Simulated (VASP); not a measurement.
# HfSnTeS3 (P-6m2) in VASP: further runs

Runs on HfSnTeS3. Level: PBE. Tasks: single point, relaxation of cell and atoms.

Everything below comes from runs of VASP 6.6.1. Logs are shortened: lines on timing, memory, paths and dates and some standing lists are left out, and cuts for length are marked.

## (1) The cell of the first run

The structure is hexagonal, space group P-6m2 (No. 187). Conventional cell: a = 5.782 Å, b = 5.782 Å, c = 5.611 Å, α = 90.00°, β = 90.00°, γ = 120.00°. Within 4.0 Å of Hf (site symmetry -6m2) lie 6 S at 3.02 Å and 3 Te at 3.34 Å. Within 2.9 Å of Sn (site symmetry -6m2) lie 3 S at 2.22 Å and 2 Te at 2.81 Å. Te (site symmetry -6m2) has 2 Sn at 2.81 Å and 3 Hf at 3.34 Å and 6 S at 3.58 Å within 3.7 Å. Within 2.6 Å of S (site symmetry mm2) lie 2 S at 1.94 Å and 1 Sn at 2.22 Å.

The cell was generated, and may not be a known phase.

## (2) Single point, PBE

Contents of INCAR:

```
PREC = Accurate ; ENCUT = 520
EDIFF = 1E-6 ; ISMEAR = 0
SIGMA = 0.1 ; LREAL = False
LASPH = True ; NELM = 80
ALGO = Normal ; ISIF = 2
LWAVE = False ; LCHARG = False
GGA = PE ; NBANDS = 33
```

Contents of KPOINTS:

```
regular mesh
0
Gamma
  3 3 4
```

Contents of POSCAR:

```
HfSnTeS3
1.0
    5.7816834100      0.0000000000      0.0000000000
   -2.8908417100      5.0070847100      0.0000000000
    0.0000000000      0.0000000000      5.6113209100
Hf Sn Te S
1 1 1 3
Direct
    0.3333333300      0.6666666700      0.5000000000
    0.0000000000      0.0000000000      0.0000000000
    0.0000000000      0.0000000000      0.5000000000
    0.2215945800      0.7784054200      0.0000000000
    0.2215945800      0.4431891700      0.0000000000
    0.5568108300      0.7784054200      0.0000000000
```

Potentials or basis: VASP PAW PBE potentials, release 64 (Hf_pv, Sn_d, Te, S).

On the command line:

```console
cat potpaw_PBE.64/Hf_pv/POTCAR potpaw_PBE.64/Sn_d/POTCAR potpaw_PBE.64/Te/POTCAR potpaw_PBE.64/S/POTCAR > POTCAR
mpirun -np 1 vasp_std > vasp.out
```

OUTCAR:

```text
PREC = Accurate
   ENCUT = 520
   EDIFF = 1E-6
   ISMEAR = 0
   LREAL = False
   LASPH = True
   NELM = 80
   ISIF = 2
   GGA = PE

 ion  position               nearest neighbor table
   1  0.333  0.667  0.500-   6 3.02   6 3.02   5 3.02   5 3.02   4 3.02   4 3.02   3 3.34   3 3.34
                             3 3.34
   2  0.000  0.000  0.000-   4 2.22   6 2.22   5 2.22   3 2.81   3 2.81
   3  0.000  0.000  0.500-   2 2.81   2 2.81   1 3.34   1 3.34   1 3.34
   4  0.222  0.778  0.000-   6 1.94   5 1.94   2 2.22   1 3.02   1 3.02
   5  0.222  0.443  0.000-   6 1.94   4 1.94   2 2.22   1 3.02   1 3.02
   6  0.557  0.778  0.000-   5 1.94   4 1.94   2 2.22   1 3.02   1 3.02

  LATTYP: Found a hexagonal cell.
 ALAT       =     5.7816834100
 C/A-ratio  =     0.9705341009

  Lattice vectors:

 A1 = (   5.7816834100,   0.0000000000,   0.0000000000)
 A2 = (  -2.8908417100,   5.0070847100,   0.0000000000)
 A3 = (   0.0000000000,   0.0000000000,   5.6113209100)

Analysis of symmetry for initial positions (statically):
=====================================================================
 Subroutine PRICEL returns:
 Original cell was already a primitive cell.

 Routine SETGRP: Setting up the symmetry group for a
 hexagonal supercell.

 Subroutine GETGRP returns: Found 12 space group operations
 (whereof 12 operations were pure point group operations)
 out of a pool of 24 trial point group operations.

The static configuration has the point symmetry D_3h.

Analysis of symmetry for dynamics (positions and initial velocities):
=====================================================================
 Subroutine PRICEL returns:
 Original cell was already a primitive cell.

 Routine SETGRP: Setting up the symmetry group for a
 hexagonal supercell.

 Subroutine GETGRP returns: Found 12 space group operations
 (whereof 12 operations were pure point group operations)
 out of a pool of 24 trial point group operations.

The dynamic configuration has the point symmetry D_3h.

 Subroutine INISYM returns: Found 12 space group operations
 (whereof 12 operations are pure point group operations),
 and found     1 'primitive' translations

----------------------------------------------------------------------------------------

                                     Primitive cell

  volume of cell :     162.4443

  direct lattice vectors                    reciprocal lattice vectors
     5.781683410  0.000000000  0.000000000     0.172960006  0.099858506  0.000000000
    -2.890841710  5.007084710  0.000000000     0.000000000  0.199717013  0.000000000
     0.000000000  0.000000000  5.611320910     0.000000000  0.000000000  0.178211158

  length of vectors
     5.781683410  5.781683413  5.611320910     0.199717013  0.199717013  0.178211158

  position of ions in fractional coordinates (direct lattice)
     0.333333330  0.666666670  0.500000000
     0.000000000  0.000000000  0.000000000
     0.000000000  0.000000000  0.500000000
     0.221594580  0.778405420  0.000000000
     0.221594580  0.443189170  0.000000000
     0.556810830  0.778405420  0.000000000

  ion indices of the primitive-cell ions
   primitive index   ion index
                 1           1
                 2           2
                 3           3
                 4           4
                 5           5
                 6           6

----------------------------------------------------------------------------------------

 KPOINTS: regular mesh

Automatic generation of k-mesh.
 Grid dimensions read from file:
 generate k-points for:    3    3    4

 Generating k-lattice:

  Cartesian coordinates                     Fractional coordinates (reciprocal lattice)
     0.057653335  0.033286169  0.000000000     0.333333333  0.000000000  0.000000000
     0.000000000  0.066572338  0.000000000     0.000000000  0.333333333  0.000000000
     0.000000000  0.000000000  0.044552790     0.000000000  0.000000000  0.250000000

  Length of vectors
     0.066572338  0.066572338  0.044552790

  Shift w.r.t. Gamma in fractional coordinates (k-lattice)
     0.000000000  0.000000000  0.000000000

 Subroutine IBZKPT returns following result:
 ===========================================

 Found      9 irreducible k-points:

 Following reciprocal coordinates:
            Coordinates               Weight
  0.000000  0.000000  0.000000      1.000000
  0.333333  0.000000  0.000000      6.000000
  0.333333  0.333333  0.000000      2.000000
  0.000000  0.000000  0.250000      2.000000
  0.333333  0.000000  0.250000     12.000000
  0.333333  0.333333  0.250000      4.000000
  0.000000  0.000000  0.500000      1.000000
  0.333333  0.000000  0.500000      6.000000
  0.333333  0.333333  0.500000      2.000000
   k-points           NKPTS =      9   k-points in BZ     NKDIM =      9   number of bands    NBANDS=     33
   number of dos      NEDOS =    301   number of ions     NIONS =      6
   total plane-waves  NPLWV =  96768
[... 65 lines left out ...]

 val. band max:        5.5648184831   @ k =   0.3333   0.0000   0.5000
 cond. band min:       5.6416578446   @ k =   0.0000   0.0000   0.2500
 fundamental gap:      0.0768393614
 Fermi energy:         5.6148780685

 k-point     1 :       0.0000    0.0000    0.0000
  band No.  band energies     occupation
      1     -27.4254      2.00000
      2     -27.3005      2.00000
      3     -27.3005      2.00000
      4     -17.0147      2.00000
      5     -17.0147      2.00000
      6     -16.9959      2.00000
[... 25 lines left out ...]
     32       8.4696      0.00000
     33       8.4774      0.00000

 k-point     2 :       0.3333    0.0000    0.0000
  band No.  band energies     occupation
      1     -27.4254      2.00000
      2     -27.3008      2.00000
      3     -27.3006      2.00000
      4     -17.0601      2.00000
      5     -17.0115      2.00000
      6     -16.9568      2.00000
[... 25 lines left out ...]
     32       8.6180      0.00000
     33       9.2407      0.00000

 k-point     3 :       0.3333    0.3333    0.0000
  band No.  band energies     occupation
      1     -27.4253      2.00000
      2     -27.3009      2.00000
      3     -27.3007      2.00000
      4     -17.0728      2.00000
      5     -17.0093      2.00000
      6     -16.9479      2.00000
[... 25 lines left out ...]
     32       9.1605      0.00000
     33       9.7390      0.00000

 k-point     4 :       0.0000    0.0000    0.2500
  band No.  band energies     occupation
      1     -27.4272      2.00000
      2     -27.3004      2.00000
      3     -27.3004      2.00000
      4     -17.0147      2.00000
      5     -17.0147      2.00000
      6     -16.9943      2.00000
[... 25 lines left out ...]
     32       8.3491      0.00000
     33       8.9067      0.00000

 k-point     5 :       0.3333    0.0000    0.2500
  band No.  band energies     occupation
      1     -27.4271      2.00000
      2     -27.3008      2.00000
      3     -27.3005      2.00000
      4     -17.0590      2.00000
      5     -17.0116      2.00000
      6     -16.9559      2.00000
[... 25 lines left out ...]
     32       8.7826      0.00000
     33       9.5216      0.00000

 k-point     6 :       0.3333    0.3333    0.2500
  band No.  band energies     occupation
      1     -27.4271      2.00000
      2     -27.3008      2.00000
      3     -27.3007      2.00000
      4     -17.0715      2.00000
      5     -17.0093      2.00000
      6     -16.9469      2.00000
[... 25 lines left out ...]
     32       9.4791      0.00000
     33      10.1978      0.00000

 k-point     7 :       0.0000    0.0000    0.5000
  band No.  band energies     occupation
      1     -27.4290      2.00000
      2     -27.3004      2.00000
      3     -27.3004      2.00000
      4     -17.0147      2.00000
      5     -17.0147      2.00000
      6     -16.9927      2.00000
[... 25 lines left out ...]
     32       9.0635      0.00000
     33       9.0654      0.00000

 k-point     8 :       0.3333    0.0000    0.5000
  band No.  band energies     occupation
      1     -27.4289      2.00000
      2     -27.3007      2.00000
      3     -27.3005      2.00000
      4     -17.0579      2.00000
      5     -17.0116      2.00000
      6     -16.9549      2.00000
[... 25 lines left out ...]
     32       8.9682      0.00000
     33       9.1189      0.00000

 k-point     9 :       0.3333    0.3333    0.5000
  band No.  band energies     occupation
      1     -27.4289      2.00000
      2     -27.3008      2.00000
      3     -27.3006      2.00000
      4     -17.0702      2.00000
      5     -17.0094      2.00000
      6     -16.9459      2.00000
[... 25 lines left out ...]
     32       8.4767      0.00000
     33       9.6112      0.00000

------------------------ aborting loop because EDIFF is reached ----------------------------------------

  FORCE on cell =-STRESS in cart. coord.  units (eV):
  Direction    XX          YY          ZZ          XY          YZ          ZX
  --------------------------------------------------------------------------------------
  -------------------------------------------------------------------------------------
  Total       31.6458514     31.6458514      1.4030122     -0.0000000      0.0000000      0.0000000
  in kB      312.1210173    312.1210173     13.8378198     -0.0000003      0.0000000      0.0000000
  external PRESSURE =     212.6932848 kB  Pullay stress =       0.0000000 kB

 VOLUME and BASIS-vectors are now :
 -----------------------------------------------------------------------------
  energy-cutoff  :      520.00
  volume of cell :      162.44
      direct lattice vectors                 reciprocal lattice vectors
     5.781683410  0.000000000  0.000000000     0.172960006  0.099858506  0.000000000
    -2.890841710  5.007084710  0.000000000     0.000000000  0.199717013  0.000000000
     0.000000000  0.000000000  5.611320910     0.000000000  0.000000000  0.178211158

 POSITION                                       TOTAL-FORCE (eV/Angst)
 -----------------------------------------------------------------------------------
     -0.00000      3.33806      2.80566         0.000000      0.000000     -0.000000
      0.00000      0.00000      0.00000         0.000000      0.000000     -0.000000
      0.00000      0.00000      2.80566         0.000000      0.000000     -0.000000
     -0.96906      3.89754      0.00000        -4.482598      2.588029     -0.000000
     -0.00000      2.21909      0.00000         0.000000     -5.176059      0.000000
      0.96906      3.89754      0.00000         4.482598      2.588029     -0.000000
 -----------------------------------------------------------------------------------
    total drift:                                0.000054     -0.000031     -0.000000

  FREE ENERGIE OF THE ION-ELECTRON SYSTEM (eV)
  ---------------------------------------------------
  free  energy   TOTEN  =       -20.3939869102 eV

  energy  without entropy=      -20.3716605175  energy(sigma->0) =      -20.38282371
```

It took 37 s on 1 thread of Intel Xeon 6975P-C (Granite Rapids), shared host; peak memory 0.33 GiB.

Results:

```
Free energy            : -20.3940 eV
Pressure               : 21.3 GPa
Largest force          : 5.176 eV/Å
Band gap on the k mesh : zero (bands 24 and 25 overlap by 0.83 eV)
```

Forces on the atoms (eV/Å):
```
Hf   0.000  0.000  0.000
Sn   0.000  0.000  0.000
Te   0.000  0.000  0.000
S   -4.483  2.588  0.000
S    0.000 -5.176  0.000
S    4.483  2.588  0.000
```

Caveat: the k points lie up to 0.42 Å⁻¹ apart, too coarse for converged energies and pressures of a metal; spin-orbit coupling is left out, which moves the levels of the heavy elements; forces of over 1 eV/Å act on the atoms, so gaps and moduli don't describe the material at rest.

## (3) Single point, PBE

This run uses another cell than the first one, of 36.74 Å³/atom.

Contents of INCAR:

```
SYSTEM = HfSnTeS3
PREC = Accurate
ENCUT = 520
EDIFF = 1E-7
ISMEAR = 0
SIGMA = 0.1
LREAL = .FALSE.
LASPH = .TRUE.
NELM = 80
ALGO = Normal
ISIF = 2
LWAVE = .FALSE.
LCHARG = .FALSE.
GGA = PE
NBANDS = 33
```

Contents of KPOINTS:

```
regular mesh
0
G
  3 3 4
  0 0 0
```

Contents of POSCAR:

```
HfSnTeS3
1.0
    7.0983772757      0.0000000035      0.0000000000
   -3.5491886409      6.1473750446      0.0000000000
    0.0000000000      0.0000000000      5.0521844483
Hf Sn Te S
1 1 1 3
Direct
    0.3333333333      0.6666666667      0.5000000000
    0.0000000000      0.0000000000      0.0000000000
    0.0000000000      0.0000000000      0.5000000000
    0.2037263104      0.7962736896      0.0000000000
    0.2037263104      0.4074526208      0.0000000000
    0.5925473792      0.7962736896      0.0000000000
```

Potentials or basis: VASP PAW PBE potentials, release 64 (Hf_pv, Sn_d, Te, S).

On the command line:

```console
cat potpaw_PBE.64/Hf_pv/POTCAR potpaw_PBE.64/Sn_d/POTCAR potpaw_PBE.64/Te/POTCAR potpaw_PBE.64/S/POTCAR > POTCAR
mpirun -np 1 vasp_std > vasp.out
```

Run time: 58 s. Hardware: 1 thread of Intel Xeon 6975P-C (Granite Rapids), shared host; peak memory 0.37 GiB.

It converged, with:

| Item | Value |
| --- | --- |
| Free energy | -26.8977 eV |
| Pressure | -0.2 GPa |
| Largest force | 0.018 eV/Å |
| Band gap on the k mesh | zero (bands 24 and 25 overlap by 0.16 eV) |

Forces in eV/Å, atoms in the order of the input:
```
Hf   0.000  0.000  0.000
Sn   0.000  0.000  0.000
Te   0.000  0.000  0.000
S    0.015 -0.009  0.000
S    0.000  0.018  0.000
S   -0.015 -0.009  0.000
```

Stress tensor (GPa, compression positive):
```
-0.12  0.00  0.00
 0.00 -0.12  0.00
 0.00  0.00 -0.26
```

Levels at points of the mesh, in eV from the Fermi level:
| k point | band 20 | band 21 | band 22 | band 23 | band 24 | band 25 | band 26 | band 27 | band 28 | band 29 |
| --- | --- | --- | --- | --- | --- | --- | --- | --- | --- | --- |
| (0.00, 0.00, 0.00) | -1.30 | -1.30 | -1.26 | -0.63 | -0.63 | 0.04 | 0.14 | 1.25 | 1.25 | 2.33 |
| (0.00, 0.00, 0.50) | -0.68 | -0.68 | -0.29 | -0.29 | 0.08 | 0.35 | 0.88 | 0.88 | 1.44 | 1.44 |

Caveat: spin-orbit coupling is left out, which moves the levels of the heavy elements.

## (4) Relaxation of cell and atoms, PBE

Contents of INCAR:

```
PREC     = Accurate       # precision mode
ENCUT    = 600            # plane-wave cutoff, eV
EDIFF    = 1E-6           # SCF threshold, eV
ISMEAR   = 0              # smearing method
SIGMA    = 0.1            # smearing width, eV
LREAL    = F              # projectors in reciprocal space
LASPH    = T              # aspherical terms in the spheres
NELM     = 100            # most SCF steps
ALGO     = Normal         # electronic algorithm
ISIF     = 3              # what is computed and relaxed
LWAVE    = F              # write WAVECAR
LCHARG   = F              # write CHGCAR
GGA      = PE             # functional
IBRION   = 2              # ionic algorithm
NSW      = 90             # ionic steps
EDIFFG   = -0.04          # ionic threshold
```

Contents of KPOINTS:

```
Automatic mesh
0
Gamma
  3 3 4
```

Contents of POSCAR:

```
HfSnTeS3
1.0
    5.7816834100      0.0000000000      0.0000000000
   -2.8908417100      5.0070847100      0.0000000000
    0.0000000000      0.0000000000      5.6113209100
Hf Sn Te S
1 1 1 3
Direct
    0.3333333300      0.6666666700      0.5000000000
    0.0000000000      0.0000000000      0.0000000000
    0.0000000000      0.0000000000      0.5000000000
    0.2215945800      0.7784054200      0.0000000000
    0.2215945800      0.4431891700      0.0000000000
    0.5568108300      0.7784054200      0.0000000000
```

On the command line:

```console
cat potpaw_PBE.64/Hf_pv/POTCAR potpaw_PBE.64/Sn_d/POTCAR potpaw_PBE.64/Te/POTCAR potpaw_PBE.64/S/POTCAR > POTCAR
mpirun -np 1 vasp_std > vasp.out
```

Run time: 4.7 min. Hardware: 1 thread of Intel Xeon 6975P-C (Granite Rapids), shared host; peak memory 0.38 GiB.

The run converged. Its results:

| Item | Value |
| --- | --- |
| Free energy | -26.8873 eV |
| Relaxed volume | 36.78 Å³/atom |
| Relaxed cell | a = 7.106 Å, b = 7.106 Å, c = 5.046 Å, α = 90.00°, β = 90.00°, γ = 120.00° |
| Space group after relaxing (to 0.1 Å) | P-6m2 (No. 187) |
| Energy gained by relaxing | 1081.9 meV/atom |
| Ionic steps | 8 |
| Pressure after relaxing | -0.2 GPa |
| Largest force after relaxing | 0.011 eV/Å |
| Band gap on the k mesh | zero (bands 24 and 25 overlap by 0.17 eV) |

Forces on the atoms (eV/Å):
```
Hf   0.000  0.000  0.000
Sn   0.000  0.000  0.000
Te   0.000  0.000  0.000
S    0.010 -0.006  0.000
S    0.000  0.011  0.000
S   -0.010 -0.006  0.000
```

Step by step:
```
step  energy change (eV)  largest force (eV/Å)  pressure (GPa)  volume (Å³)
   1              0.0000                5.1759           21.29       162.44
   2             -5.2778                0.4511           -4.90       258.63
   3             -5.5777                0.1119           -1.81       226.30
   4             -5.5965                0.2431           -2.84       234.08
   5             -6.4548                0.4370           -0.27       219.94
   6             -6.4629                0.4698            0.18       218.66
   7             -6.4860                0.2087           -0.03       219.75
   8             -6.4915                0.0113           -0.15       220.68
```

Final structure:
```cif
data_structure
_symmetry_space_group_name_H-M 'P 1'
_symmetry_Int_Tables_number 1
_cell_length_a 7.1061
_cell_length_b 7.1061
_cell_length_c 5.0462
_cell_angle_alpha 90.000
_cell_angle_beta 90.000
_cell_angle_gamma 120.000
_cell_volume 220.68
loop_
_atom_site_label
_atom_site_type_symbol
_atom_site_fract_x
_atom_site_fract_y
_atom_site_fract_z
_atom_site_occupancy
Hf1 Hf 0.33333 0.66667 0.50000 1
Sn1 Sn 0.00000 0.00000 0.00000 1
Te1 Te 0.00000 0.00000 0.50000 1
S1 S 0.20381 0.79619 0.00000 1
S2 S 0.20381 0.40762 0.00000 1
S3 S 0.59238 0.79619 0.00000 1
```

Levels at points of the mesh, in eV from the Fermi level:
```
           k point  band 22  band 23  band 24  band 25  band 26  band 27
(0.00, 0.00, 0.00)    -1.26    -0.62    -0.62     0.04     0.14     1.26
(0.00, 0.00, 0.50)    -0.29    -0.29     0.08     0.36     0.88     0.88
```

Caveat: the k points lie up to 0.34 Å⁻¹ apart in the final cell; the volume moved by over 15 % at a fixed basis, so the end points are rough; spin-orbit coupling is left out, which moves the levels of the heavy elements.

## (5) The runs side by side

```tsv
task	cell	cutoff (eV)	gap on the mesh (eV)	pressure (GPa)	largest force (eV/Å)
single point	a = 5.782, b = 5.782, c = 5.611 Å, angles 90.0, 90.0, 120.0°, 6 atoms, atomic positions A	520	none	21.3	5.18
single point	a = 7.098, b = 7.098, c = 5.052 Å, angles 90.0, 90.0, 120.0°, 6 atoms, atomic positions B	520	none	-0.2	0.02
relaxation of cell and atoms	relaxed from a = 5.782, b = 5.782, c = 5.611 Å, angles 90.0, 90.0, 120.0°, 6 atoms, atomic positions A	600	none	-0.2	0.01
```

Alike in all rows: level PBE; potentials or basis VASP PAW PBE potentials, release 64 (Hf_pv, Sn_d, Te, S); no spin polarisation; k mesh 3 × 3 × 4; smearing gaussian 0.1 eV.

Caveats: some runs use coarse meshes; spin-orbit coupling is left out, which moves the levels of the heavy elements; forces of over 1 eV/Å act on the atoms, so gaps and moduli don't describe the material at rest (at least some runs); the volume moved by over 15 % at a fixed basis, so the end points are rough (at least some runs).

Total energies depend on the potentials used, so only differences within one code and one set of settings carry meaning.

The gap in the log of VASP goes by the Fermi energy; the results here count the filled bands.